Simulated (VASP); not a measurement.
# Cr (Fd-3m) in VASP: a series of runs

The runs below take Cr through single point, with PBE.

Everything below comes from runs of VASP 6.6.1. Logs are shortened: lines on timing, memory, paths and dates and some standing lists are left out, and cuts for length are marked.

## Step 1: The cell of the first run

It takes space group Fd-3m (No. 227, cubic). The conventional cell has a = 3.904 Å, b = 3.904 Å, c = 3.904 Å, α = 90.00°, β = 90.00°, γ = 90.00°. Cr (site symmetry -43m) has 4 Cr at 1.69 Å within 2.2 Å.

This isn't the form of Cr at room conditions, which is bcc.

## Step 2: Single point, PBE, collinear spin, ferromagnetic start (7.44 Å³/atom)

Contents of INCAR:

```
SYSTEM = Cr
PREC = Accurate
ENCUT = 500
EDIFF = 1E-6
ISMEAR = -1
SIGMA = 0.05
LREAL = .FALSE.
LASPH = .TRUE.
NELM = 200
ALGO = Normal
ISIF = 2
LWAVE = .FALSE.
LCHARG = .FALSE.
ISPIN = 2
MAGMOM = 2 2
LORBIT = 11
LMAXMIX = 4
GGA = PE
NBANDS = 23
GGA_COMPAT = .FALSE.
```

Contents of KPOINTS:

```
regular mesh
0
G
  15 15 15
  0 0 0
```

Contents of POSCAR:

```
Cr
1.0
    0.0000000000      1.9520224982      1.9520224982
    1.9520224982      0.0000000000      1.9520224982
    1.9520224982      1.9520224982      0.0000000000
Cr
2
Direct
   -0.1250000000     -0.1250000000     -0.1250000000
    0.1250000000      0.1250000000      0.1250000000
```

Potentials or basis: VASP PAW PBE potentials, release 64 (Cr_pv).

Command:

```console
cat potpaw_PBE.64/Cr_pv/POTCAR > POTCAR
mpirun -np 1 vasp_std > vasp.out
```

OUTCAR:

```text
SYSTEM = Cr
   PREC = Accurate
   ENCUT = 500
   EDIFF = 1E-6
   ISMEAR = -1
   LREAL = .FALSE.
   LASPH = .TRUE.
   NELM = 200
   ISIF = 2
   ISPIN = 2
   LORBIT = 11
   GGA = PE

 ion  position               nearest neighbor table
   1  0.875  0.875  0.875-   2 1.69   2 1.69   2 1.69   2 1.69
   2  0.125  0.125  0.125-   1 1.69   1 1.69   1 1.69   1 1.69

  LATTYP: Found a face centered cubic cell.
 ALAT       =     3.9040449964

  Lattice vectors:

 A1 = (   0.0000000000,   1.9520224982,   1.9520224982)
 A2 = (   1.9520224982,   0.0000000000,   1.9520224982)
 A3 = (   1.9520224982,   1.9520224982,   0.0000000000)

Analysis of symmetry for initial positions (statically):
=====================================================================
 Subroutine PRICEL returns:
 Original cell was already a primitive cell.

 Routine SETGRP: Setting up the symmetry group for a
 face centered cubic supercell.

 Subroutine GETGRP returns: Found 48 space group operations
 (whereof 12 operations were pure point group operations)
 out of a pool of 48 trial point group operations.

The static configuration has the point symmetry D_3d.
 The point group associated with its full space group is O_h .

Analysis of symmetry for dynamics (positions and initial velocities):
=====================================================================
 Subroutine PRICEL returns:
 Original cell was already a primitive cell.

 Routine SETGRP: Setting up the symmetry group for a
 face centered cubic supercell.

 Subroutine GETGRP returns: Found 48 space group operations
 (whereof 12 operations were pure point group operations)
 out of a pool of 48 trial point group operations.

The dynamic configuration has the point symmetry D_3d.
 The point group associated with its full space group is O_h .

Analysis of structural, dynamic, and magnetic symmetry:
=====================================================================
 Subroutine PRICEL returns:
 Original cell was already a primitive cell.

 Routine SETGRP: Setting up the symmetry group for a
 face centered cubic supercell.

 Subroutine GETGRP returns: Found 48 space group operations
 (whereof 12 operations were pure point group operations)
 out of a pool of 48 trial point group operations.

The overall configuration has the point symmetry D_3d.
 The point group associated with its full space group is O_h .

 Subroutine INISYM returns: Found 48 space group operations
 (whereof 12 operations are pure point group operations),
 and found     1 'primitive' translations

----------------------------------------------------------------------------------------

                                     Primitive cell

  volume of cell :      14.8759

  direct lattice vectors                    reciprocal lattice vectors
     0.000000000  1.952022498  1.952022498    -0.256144589  0.256144589  0.256144589
     1.952022498  0.000000000  1.952022498     0.256144589 -0.256144589  0.256144589
     1.952022498  1.952022498  0.000000000     0.256144589  0.256144589 -0.256144589

  length of vectors
     2.760576691  2.760576691  2.760576691     0.443655442  0.443655442  0.443655442

  position of ions in fractional coordinates (direct lattice)
     0.875000000  0.875000000  0.875000000
     0.125000000  0.125000000  0.125000000

  ion indices of the primitive-cell ions
   primitive index   ion index
                 1           1
                 2           2

----------------------------------------------------------------------------------------

 KPOINTS: regular mesh

Automatic generation of k-mesh.
 Grid dimensions read from file:
 generate k-points for:   15   15   15

 Generating k-lattice:

  Cartesian coordinates                     Fractional coordinates (reciprocal lattice)
    -0.017076306  0.017076306  0.017076306     0.066666667  0.000000000  0.000000000
     0.017076306 -0.017076306  0.017076306     0.000000000  0.066666667  0.000000000
     0.017076306  0.017076306 -0.017076306     0.000000000  0.000000000  0.066666667

  Length of vectors
     0.029577029  0.029577029  0.029577029

  Shift w.r.t. Gamma in fractional coordinates (k-lattice)
     0.000000000  0.000000000  0.000000000

 Subroutine IBZKPT returns following result:
 ===========================================

 Found    120 irreducible k-points:

 Following reciprocal coordinates:
            Coordinates               Weight
  0.000000  0.000000  0.000000      1.000000
  0.066667  0.000000  0.000000      8.000000
  0.133333  0.000000  0.000000      8.000000
  0.200000  0.000000  0.000000      8.000000
  0.266667  0.000000  0.000000      8.000000
  0.333333  0.000000  0.000000      8.000000
[... 16 lines left out ...]
  0.133333  0.133333  0.000000      6.000000
  0.200000  0.133333  0.000000     24.000000
 [... further k-points ...]
   k-points           NKPTS =    120   k-points in BZ     NKDIM =    120   number of bands    NBANDS=     23
   number of dos      NEDOS =    301   number of ions     NIONS =      2
   total plane-waves  NPLWV =   8000
   dimension x,y,z NGX =    20 NGY =   20 NGZ =   20
   dimension x,y,z NGXF=    40 NGYF=   40 NGZF=   40
   ions per type =               2
   NGX,Y,Z   is equivalent  to a cutoff of  12.04, 12.04, 12.04 a.u.
   NGXF,Y,Z  is equivalent  to a cutoff of  24.09, 24.09, 24.09 a.u.
 SYSTEM =  Cr
   PREC   = accura    normal or accurate (medium, high low for compatibility)
   ISTART =      0    job   : 0-new  1-cont  2-samecut
   ICHARG =      2    charge: 1-file 2-atom 10-const
   ISPIN  =      2    spin polarized calculation?
   LNONCOLLINEAR =      F non collinear calculations
   LSORBIT =      F    spin-orbit coupling
   LASPH  =      T    aspherical Exc in radial PAW
   ENCUT  =  500.0 eV  36.75 Ry    6.06 a.u.   5.03  5.03  5.03*2*pi/ulx,y,z
   NELM   =    200;   NELMIN=  2; NELMDL= -5     # of ELM steps
   EDIFF  = 0.1E-05   stopping-criterion for ELM
   LREAL  =      F    real-space projection
   EDIFFG = 0.1E-04   stopping-criterion for IOM
   NSW    =      0    number of steps for IOM
   IBRION =     -1    ionic relax: 0-MD 1-quasi-New 2-CG
   NFREE  =      0    steps in history (QN), initial steepest desc. (CG)
   ISIF   =      2    stress and relaxation
   ISYM   =      2    0-nonsym 1-usesym 2-fastsym
   POTIM  = 0.5000    time-step for ionic-motion
   TEBEG  =    0.0;   TEEND  =   0.0 temperature during run
   PSTRESS=    0.0 pullay stress
   NELECT =      24.0000    total number of electrons
   NUPDOWN=      -1.0000    fix difference up-down
   EMIN   =  10.00;   EMAX   =-10.00  energy-range for DOS
   EFERMI =   0.00;   METHOD = LEGACY
   ISMEAR =    -1;   SIGMA  =   0.05  broadening in eV -4-tet -1-fermi 0-gaus
   EFERMI_NEDOS =   21; number of points for ismear=-14 and -15
   IALGO  =     38    algorithm
   IMIX   =      4    mixing-type and parameters
     AMIX     =   0.40;   BMIX     =  1.00
     AMIX_MAG =   1.60;   BMIX_MAG =  1.00
  volume/ion in A,a.u.               =       7.44        50.19
  Fermi-wavevector in a.u.,A,eV,Ry     =   1.920070  3.628406 50.160182  3.686669
  Thomas-Fermi vector in A             =   2.954694
   LORBIT       =     11    0 simple, 1 ext, 2 COOP (PROOUT), +10 PAW based schemes
   GGA     = PE    functional components
   LHFCALC =     F    Hartree Fock is set to
   AEXX    =    0.0000 exact exchange contribution
   IVDW    =     0    specifies the selected vdW correction
   LEPSILON=     F    determine dielectric tensor
   LRPA    =     F    only Hartree local field effects (RPA)
 spin polarized calculation
  energy-cutoff  :      500.00
  volume of cell :       14.88
 maximum number of plane-waves:       388
   NGX =  9   NGY =  9   NGZ =  9

 number of electron      23.9999977 magnetization      -0.0124753

 number of electron      23.9999977 magnetization       0.0002780

 Free energy of the ion-electron system (eV)
  ---------------------------------------------------
  ext. energy  EPLUGINS =         0.00000000
  ---------------------------------------------------
  free energy    TOTEN  =        -1.29810486 eV

  energy without entropy =       -1.28215091  energy(sigma->0) =       -1.29012789

 E-fermi :  18.8884     XC(G=0): -15.9434

 val. band max:       18.8394487113   @ k =  -0.3333   0.4667   0.2000
 cond. band min:      18.8885310465   @ k =  -0.4000   0.3333   0.0667
 fundamental gap:      0.0490823352
 Fermi energy:        18.8883520287

 spin component 1

 k-point     1 :       0.0000    0.0000    0.0000
  band No.  band energies     occupation
      1     -27.2007      1.00000
      2     -27.2007      1.00000
      3     -27.2007      1.00000
      4     -22.7345      1.00000
      5     -22.7345      1.00000
      6     -22.7345      1.00000
[... 15 lines left out ...]
     22      38.0404      0.00000
     23      38.0404      0.00000

 k-point     2 :       0.0667    0.0000    0.0000
  band No.  band energies     occupation
      1     -27.2372      1.00000
      2     -27.2372      1.00000
      3     -27.2147      1.00000
      4     -22.7109      1.00000
      5     -22.6895      1.00000
      6     -22.6895      1.00000
[... 15 lines left out ...]
     22      38.1036      0.00000
     23      39.4641      0.00000

 k-point     3 :       0.1333    0.0000    0.0000
  band No.  band energies     occupation
      1     -27.3362      1.00000
      2     -27.3362      1.00000
      3     -27.2569      1.00000
      4     -22.6387      1.00000
      5     -22.5660      1.00000
      6     -22.5660      1.00000
[... 15 lines left out ...]
     22      38.2989      0.00000
     23      40.7483      0.00000
[... 495 lines left out ...]
 k-point    23 :       0.1333    0.1333    0.0000
  band No.  band energies     occupation
      1     -27.5076      1.00000
      2     -27.5076      1.00000
      3     -26.9751      1.00000
      4     -22.9550      1.00000
      5     -22.3595      1.00000
      6     -22.3595      1.00000
[... 15 lines left out ...]
     22      37.6987      0.00000
     23      42.9331      0.00000

 k-point    24 :       0.2000    0.1333    0.0000
  band No.  band energies     occupation
      1     -27.6612      1.00000
      2     -27.6519      1.00000
      3     -26.8874      1.00000
      4     -23.0223      1.00000
      5     -22.1775      1.00000
      6     -22.1722      1.00000
[... 15 lines left out ...]
     22      37.3947      0.00000
     23      43.3881      0.00000

 [... further k-points ...]

 spin component 2

 k-point     1 :       0.0000    0.0000    0.0000
  band No.  band energies     occupation
      1     -27.2006      1.00000
      2     -27.2006      1.00000
      3     -27.2006      1.00000
      4     -22.7343      1.00000
      5     -22.7343      1.00000
      6     -22.7343      1.00000
[... 15 lines left out ...]
     22      38.0405      0.00000
     23      38.0405      0.00000

 k-point     2 :       0.0667    0.0000    0.0000
  band No.  band energies     occupation
      1     -27.2371      1.00000
      2     -27.2371      1.00000
      3     -27.2146      1.00000
      4     -22.7108      1.00000
      5     -22.6893      1.00000
      6     -22.6893      1.00000
[... 15 lines left out ...]
     22      38.1036      0.00000
     23      39.4642      0.00000

 k-point     3 :       0.1333    0.0000    0.0000
  band No.  band energies     occupation
      1     -27.3360      1.00000
      2     -27.3360      1.00000
      3     -27.2567      1.00000
      4     -22.6386      1.00000
      5     -22.5658      1.00000
      6     -22.5658      1.00000
[... 15 lines left out ...]
     22      38.2989      0.00000
     23      40.7484      0.00000
[... 495 lines left out ...]
 k-point    23 :       0.1333    0.1333    0.0000
  band No.  band energies     occupation
      1     -27.5075      1.00000
      2     -27.5075      1.00000
      3     -26.9750      1.00000
      4     -22.9549      1.00000
      5     -22.3594      1.00000
      6     -22.3594      1.00000
[... 15 lines left out ...]
     22      37.6987      0.00000
     23      42.9332      0.00000

 k-point    24 :       0.2000    0.1333    0.0000
  band No.  band energies     occupation
      1     -27.6610      1.00000
      2     -27.6518      1.00000
      3     -26.8872      1.00000
      4     -23.0221      1.00000
      5     -22.1774      1.00000
      6     -22.1721      1.00000
[... 15 lines left out ...]
     22      37.3947      0.00000
     23      43.3882      0.00000

 [... further k-points ...]
[... 5 lines left out ...]
  --------------------------------------------------------------------------------------
  -------------------------------------------------------------------------------------
  Total       44.1402615     44.1402615     44.1402615     -0.0000000     -0.0000000      0.0000000
  in kB     4754.0203013   4754.0203013   4754.0203013     -0.0000000     -0.0000000      0.0000000
  external PRESSURE =    4754.0203013 kB  Pullay stress =       0.0000000 kB

 VOLUME and BASIS-vectors are now :
 -----------------------------------------------------------------------------
  energy-cutoff  :      500.00
  volume of cell :       14.88
      direct lattice vectors                 reciprocal lattice vectors
     0.000000000  1.952022498  1.952022498    -0.256144589  0.256144589  0.256144589
     1.952022498  0.000000000  1.952022498     0.256144589 -0.256144589  0.256144589
     1.952022498  1.952022498  0.000000000     0.256144589  0.256144589 -0.256144589

 POSITION                                       TOTAL-FORCE (eV/Angst)
 -----------------------------------------------------------------------------------
      3.41604      3.41604      3.41604         0.000000     -0.000000      0.000000
      0.48801      0.48801      0.48801        -0.000000      0.000000     -0.000000
 -----------------------------------------------------------------------------------
    total drift:                                0.000000     -0.000000     -0.000000

  FREE ENERGIE OF THE ION-ELECTRON SYSTEM (eV)
  ---------------------------------------------------
  free  energy   TOTEN  =        -1.2981048639 eV

  energy  without entropy=       -1.2821509066  energy(sigma->0) =       -1.29012789

 total charge

# of ion       s       p       d       tot
------------------------------------------
    1        0.519   6.600   6.210  13.329
    2        0.519   6.600   6.210  13.329
--------------------------------------------------
tot          1.038  13.200  12.421  26.659

 magnetization (x)

# of ion       s       p       d       tot
------------------------------------------
    1        0.000   0.000   0.000   0.000
    2        0.000   0.000   0.000   0.000
--------------------------------------------------
tot          0.000   0.000   0.000   0.000
```

Run time: 53 s. Hardware: 1 thread of Intel Xeon Platinum 8259CL at 2.50GHz (Skylake/Cascade Lake), shared host; peak memory 0.17 GiB.

What came out:

```yaml
Free_energy: -1.2981 eV
Pressure: 475.4 GPa
Band_gap_on_the_k_mesh: zero (filled and empty bands overlap)
Net_moment: 0.00 μB per cell
```

Caveat: atoms lie so close that the PAW spheres overlap strongly, which falsifies energies and pressures; the cell stands under pressure.

## Step 3: Single point, PBE, collinear spin, ferromagnetic start (9.09 Å³/atom)

This run uses another cell than the first one, of 9.09 Å³/atom.

Contents of INCAR:

```
SYSTEM = Cr
PREC = Accurate
ENCUT = 500
EDIFF = 1E-6
ISMEAR = -1
SIGMA = 0.05
LREAL = .False.
LASPH = .True.
NELM = 200
ALGO = Normal
ISIF = 2
LWAVE = .False.
LCHARG = .False.
ISPIN = 2
MAGMOM = 2 2
LORBIT = 11
LMAXMIX = 4
GGA = PE
NBANDS = 23
GGA_COMPAT = .False.
```

Contents of KPOINTS:

```
regular mesh
0
Gamma
  15 15 15
  0 0 0
```

Contents of POSCAR:

```
Cr
1.0
    0.0000000000      2.0870597253      2.0870597253
    2.0870597253      0.0000000000      2.0870597253
    2.0870597253      2.0870597253      0.0000000000
Cr
2
Direct
   -0.1250000000     -0.1250000000     -0.1250000000
    0.1250000000      0.1250000000      0.1250000000
```

Potentials or basis: VASP PAW PBE potentials, release 64 (Cr_pv).

Command:

```console
cat potpaw_PBE.64/Cr_pv/POTCAR > POTCAR
mpirun -np 1 vasp_std > vasp.out
```

Run time: 60 s. Hardware: 1 thread of Intel Xeon Platinum 8259CL at 2.50GHz (Skylake/Cascade Lake), shared host; peak memory 0.19 GiB.

Results (log left out):

```yaml
Free_energy: -8.3841 eV
Pressure: 237.4 GPa
Band_gap_on_the_k_mesh: zero (filled and empty bands overlap)
Net_moment: 0.00 μB per cell
```

Levels at points of the mesh, in eV from the Fermi level:
Spin up:
```tsv
k point	band 8	band 9	band 10	band 11	band 12	band 13	band 14	band 15	band 16	band 17
(0.00, 0.00, 0.00)	-4.60	-4.60	-2.36	-2.36	-2.36	1.57	1.57	1.57	5.54	5.54
```
Spin down:
| k point | band 10 | band 11 | band 12 | band 13 | band 14 | band 15 |
| --- | --- | --- | --- | --- | --- | --- |
| (0.00, 0.00, 0.00) | -2.36 | -2.36 | -2.36 | 1.57 | 1.57 | 1.57 |

Caveat: atoms lie so close that the PAW spheres overlap strongly, which falsifies energies and pressures; the cell stands under pressure.

(Continued in part 2 of 2.)
